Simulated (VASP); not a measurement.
# AgCl (R-3m) in VASP: notebook, part 2 of 2

VASP 6.6.1. The steps go on from the part before.

### Step 3. Electric field gradients, LDA (equal xy, yz and zx shear strains of -1 %)

File INCAR:

```
SYSTEM = AgCl
PREC     = Accurate       ! precision mode
ENCUT    = 520            ! plane-wave cutoff, eV
EDIFF    = 1E-8           ! SCF threshold, eV
ISMEAR   = -1             ! smearing method
SIGMA    = 0.02           ! smearing width, eV
LREAL    = .FALSE.        ! projectors in reciprocal space
LASPH    = .TRUE.         ! aspherical terms in the spheres
NELM     = 100            ! most SCF steps
ALGO     = Normal         ! electronic algorithm
ISIF     = 2              ! what is computed and relaxed
LWAVE    = .FALSE.        ! write WAVECAR
LCHARG   = .FALSE.        ! write CHGCAR
GGA      = CA             ! functional
LEFG     = .TRUE.       
NBANDS   = 16             ! bands
```

File KPOINTS:

```
Automatic mesh
0
G
  8 8 8
  0 0 0
```

File POSCAR:

```
AgCl
1.0
   -0.0277315000      2.7592842500      2.7592842500
    2.7592842500     -0.0277315000      2.7592842500
    2.7592842500      2.7592842500     -0.0277315000
Ag Cl
1 1
Direct
    0.5000000000      0.5000000000      0.5000000000
    0.0000000000      0.0000000000      0.0000000000
```

Potentials or basis: VASP PAW LDA potentials, release 64 (Ag, Cl).

Command:

```bash
$ cat potpaw_LDA.64/Ag/POTCAR potpaw_LDA.64/Cl/POTCAR > POTCAR
$ mpirun -np 1 vasp_std > vasp.out
```

OUTCAR:

```text
SYSTEM = AgCl
   PREC = Accurate
   ENCUT = 520
   EDIFF = 1E-8
   ISMEAR = -1
   LREAL = .FALSE.
   LASPH = .TRUE.
   NELM = 100
   ISIF = 2
   GGA = CA

 ion  position               nearest neighbor table
   1  0.500  0.500  0.500-   2 2.77   2 2.77   2 2.77   2 2.77   2 2.77   2 2.77
   2  0.000  0.000  0.000-   1 2.77   1 2.77   1 2.77   1 2.77   1 2.77   1 2.77

  LATTYP: Found a trigonal (rhomboedric) cell.
 ALAT       =     3.9023157459
 COS(alpha) =     0.4899250057

  Lattice vectors:

 A1 = (  -0.0277315000,   2.7592842500,   2.7592842500)
 A2 = (   2.7592842500,  -0.0277315000,   2.7592842500)
 A3 = (   2.7592842500,   2.7592842500,  -0.0277315000)

Analysis of symmetry for initial positions (statically):
=====================================================================
 Subroutine PRICEL returns:
 Original cell was already a primitive cell.

 Routine SETGRP: Setting up the symmetry group for a
 trigonal (rhombohedral) supercell.

 Subroutine GETGRP returns: Found 12 space group operations
 (whereof 12 operations were pure point group operations)
 out of a pool of 12 trial point group operations.

The static configuration has the point symmetry D_3d.

Analysis of symmetry for dynamics (positions and initial velocities):
=====================================================================
 Subroutine PRICEL returns:
 Original cell was already a primitive cell.

 Routine SETGRP: Setting up the symmetry group for a
 trigonal (rhombohedral) supercell.

 Subroutine GETGRP returns: Found 12 space group operations
 (whereof 12 operations were pure point group operations)
 out of a pool of 12 trial point group operations.

The dynamic configuration has the point symmetry D_3d.

 Subroutine INISYM returns: Found 12 space group operations
 (whereof 12 operations are pure point group operations),
 and found     1 'primitive' translations

----------------------------------------------------------------------------------------

                                     Primitive cell

  volume of cell :      42.6498

  direct lattice vectors                    reciprocal lattice vectors
    -0.027731500  2.759284250  2.759284250    -0.178497286  0.180309441  0.180309441
     2.759284250 -0.027731500  2.759284250     0.180309441 -0.178497286  0.180309441
     2.759284250  2.759284250 -0.027731500     0.180309441  0.180309441 -0.178497286

  length of vectors
     3.902315746  3.902315746  3.902315746     0.311262382  0.311262382  0.311262382

  position of ions in fractional coordinates (direct lattice)
     0.500000000  0.500000000  0.500000000
     0.000000000  0.000000000  0.000000000

  ion indices of the primitive-cell ions
   primitive index   ion index
                 1           1
                 2           2

----------------------------------------------------------------------------------------

 KPOINTS: Automatic mesh

Automatic generation of k-mesh.
 Grid dimensions read from file:
 generate k-points for:    8    8    8

[... 72 lines left out ...]
   TEBEG  =    0.0;   TEEND  =   0.0 temperature during run
   PSTRESS=    0.0 pullay stress
   NELECT =      18.0000    total number of electrons
   NUPDOWN=      -1.0000    fix difference up-down
   EMIN   =  10.00;   EMAX   =-10.00  energy-range for DOS
   EFERMI =   0.00;   METHOD = LEGACY
   ISMEAR =    -1;   SIGMA  =   0.02  broadening in eV -4-tet -1-fermi 0-gaus
   EFERMI_NEDOS =   21; number of points for ismear=-14 and -15
   IALGO  =     38    algorithm
   IMIX   =      4    mixing-type and parameters
     AMIX     =   0.40;   BMIX     =  1.00
     AMIX_MAG =   1.60;   BMIX_MAG =  1.00
  volume/ion in A,a.u.               =      21.32       143.91
  Fermi-wavevector in a.u.,A,eV,Ry     =   1.227985  2.320556 20.516880  1.507948
  Thomas-Fermi vector in A             =   2.362928
   LORBIT       =      0    0 simple, 1 ext, 2 COOP (PROOUT), +10 PAW based schemes
   GGA     = CA    functional components
   LHFCALC =     F    Hartree Fock is set to
   AEXX    =    0.0000 exact exchange contribution
   IVDW    =     0    specifies the selected vdW correction
   LEPSILON=     F    determine dielectric tensor
   LRPA    =     F    only Hartree local field effects (RPA)
 non-spin polarized calculation
  energy-cutoff  :      520.00
  volume of cell :       42.65
 maximum number of plane-waves:      1175
 NGX is ok and might be reduce to    30
   NGX = 15   NGY = 15   NGZ = 15

 number of electron      18.0000003 magnetization

 Free energy of the ion-electron system (eV)
  ---------------------------------------------------
  ext. energy  EPLUGINS =         0.00000000
  ---------------------------------------------------
  free energy    TOTEN  =        -6.71182563 eV

  energy without entropy =       -6.71182563  energy(sigma->0) =       -6.71182563

 E-fermi :   3.9248     XC(G=0): -10.4403

 val. band max:        3.5891320934   @ k =   0.5000   0.5000   0.5000
 cond. band min:       4.2198026108   @ k =   0.0000   0.0000   0.0000
 fundamental gap:      0.6306705174
 Fermi energy:         3.9247718480

 k-point     1 :       0.0000    0.0000    0.0000
  band No.  band energies     occupation
      1     -11.4679      2.00000
      2       1.0474      2.00000
      3       1.0474      2.00000
      4       1.0730      2.00000
      5       1.0968      2.00000
      6       1.0968      2.00000
[... 433 lines left out ...]
      3      -0.4353      2.00000
      4      -0.0349      2.00000
      5       1.2479      2.00000
      6       1.3493      2.00000
[... 8 lines left out ...]
     15      17.1605      0.00000
     16      17.3238      0.00000

 [... further k-points ...]

------------------------ aborting loop because EDIFF is reached ----------------------------------------

  FORCE on cell =-STRESS in cart. coord.  units (eV):
  Direction    XX          YY          ZZ          XY          YZ          ZX
  --------------------------------------------------------------------------------------
  -------------------------------------------------------------------------------------
  Total       -1.4870917     -1.4870917     -1.4870917      0.0220038      0.0220038      0.0220038
  in kB      -55.8638590    -55.8638590    -55.8638590      0.8265924      0.8265924      0.8265924
  external PRESSURE =     -55.8638590 kB  Pullay stress =       0.0000000 kB

 VOLUME and BASIS-vectors are now :
 -----------------------------------------------------------------------------
  energy-cutoff  :      520.00
  volume of cell :       42.65
      direct lattice vectors                 reciprocal lattice vectors
    -0.027731500  2.759284250  2.759284250    -0.178497286  0.180309441  0.180309441
     2.759284250 -0.027731500  2.759284250     0.180309441 -0.178497286  0.180309441
     2.759284250  2.759284250 -0.027731500     0.180309441  0.180309441 -0.178497286

 POSITION                                       TOTAL-FORCE (eV/Angst)
 -----------------------------------------------------------------------------------
      2.74542      2.74542      2.74542        -0.000000      0.000000      0.000000
      0.00000      0.00000      0.00000         0.000000     -0.000000     -0.000000
 -----------------------------------------------------------------------------------
    total drift:                                0.000000      0.000000      0.000000

  FREE ENERGIE OF THE ION-ELECTRON SYSTEM (eV)
  ---------------------------------------------------
  free  energy   TOTEN  =        -6.7118256307 eV

  energy  without entropy=       -6.7118256296  energy(sigma->0) =       -6.71182563

 Electric field gradients (V/A^2)
---------------------------------------------------------------------
 ion       V_xx      V_yy      V_zz      V_xy      V_xz      V_yz
---------------------------------------------------------------------
   1      -0.000    -0.000    -0.000     1.113     1.113     1.113
   2       0.000    -0.000     0.000    -2.280    -2.280    -2.280
---------------------------------------------------------------------

 Electric field gradients after diagonalization (V/A^2)
 (convention: |V_zz| > |V_xx| > |V_yy|)
----------------------------------------------------------------------
 ion       V_xx      V_yy      V_zz     asymmetry (V_yy - V_xx)/ V_zz
----------------------------------------------------------------------
   1      -1.113    -1.113     2.226       0.000
   2       2.280     2.280    -4.561       0.000
----------------------------------------------------------------------

           NMR quadrupolar parameters

 Cq : quadrupolar parameter    Cq=e*Q*V_zz/h
 eta: asymmetry parameters     (V_yy - V_xx)/ V_zz
 Q  : nuclear electric quadrupole moment in mb (millibarn)
----------------------------------------------------------------------
 ion       Cq(MHz)       eta       Q (mb)
----------------------------------------------------------------------
   1       0.005       0.000       1.000
   2      -0.011       0.000       1.000
----------------------------------------------------------------------
```

Run time: 19 s. Hardware: 1 thread of Intel Xeon 6975P-C (Granite Rapids), shared host; peak memory 0.17 GiB.

What came out:

```yaml
Free_energy: -6.7118 eV
Pressure: -5.6 GPa
Band_gap_on_the_k_mesh: 0.63 eV, indirect (least direct gap 2.90 eV)
```

Electric field gradients, principal values (V/Å²):
| atom | least | middle | greatest (by size) |
| --- | --- | --- | --- |
| 1 Ag | -1.113 | -1.113 | 2.226 |
| 2 Cl | 2.280 | 2.280 | -4.561 |

Caveat: the cell differs from its parent crystal (equal xy, yz and zx shear strains of -1 %); without QUAD_EFG the Cq values of the log hold for a quadrupole moment of 1 mb, not for the nuclei. A k mesh can miss the band edges.
